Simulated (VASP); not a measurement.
Input of a VASP 6.6.1 run:

File INCAR:

```
PREC     = Accurate       # precision mode
ENCUT    = 600            # plane-wave cutoff, eV
EDIFF    = 1E-6           # SCF threshold, eV
ISMEAR   = 0              # smearing method
SIGMA    = 0.1            # smearing width, eV
LREAL    = False          # projectors in reciprocal space
LASPH    = True           # aspherical terms in the spheres
NELM     = 80             # most SCF steps
ALGO     = Fast           # electronic algorithm
ISIF     = 3              # what is computed and relaxed
LWAVE    = False          # write WAVECAR
LCHARG   = False          # write CHGCAR
GGA      = PE             # functional
IBRION   = 2              # ionic algorithm
NSW      = 100            # ionic steps
EDIFFG   = -0.01          # ionic threshold
```

File KPOINTS:

```
regular mesh
0
Gamma
  10 10 10
```

POSCAR

```
MoIr4
1.0
   -2.8444524135      2.8444524135      2.8444524135
    2.8444524135     -2.8444524135      2.8444524135
    2.8444524135      2.8444524135     -2.8444524135
Mo Ir
1 4
Direct
    0.0000000000      0.0000000000      0.0000000000
    0.0000000000      0.0000000000      0.5000000000
    0.0000000000      0.5000000000      0.0000000000
    0.5000000000      0.0000000000      0.0000000000
    0.5000000000      0.5000000000      0.5000000000
```

Potentials or basis: VASP PAW PBE potentials, release 64 (Mo_sv, Ir).

Launch:

```console
$ cat potpaw_PBE.64/Mo_sv/POTCAR potpaw_PBE.64/Ir/POTCAR > POTCAR
$ mpirun -np 1 vasp_std > vasp.out
```

Problem. What does it give for the space group after relaxing (to 0.1 Å)?

Solution. Im-3m (No. 229).

Problem. Estimate the relaxed volume.

Solution. 18.52 Å³/atom.

Problem. Estimate the band gap on the k mesh.

Solution. Zero (bands 25 and 26 overlap by 2.38 eV).

Step by step:
| step | energy change (eV) | largest force (eV/Å) | pressure (GPa) | volume (Å³) |
| --- | --- | --- | --- | --- |
| 1 | 0.0000 | 0.0000 | 1.30 | 92.06 |
| 2 | 0.0122 | 0.0000 | -3.12 | 94.07 |
| 3 | -0.0022 | 0.0000 | -0.01 | 92.62 |

Caveat: spin-orbit coupling is left out, which moves the levels of the heavy elements.
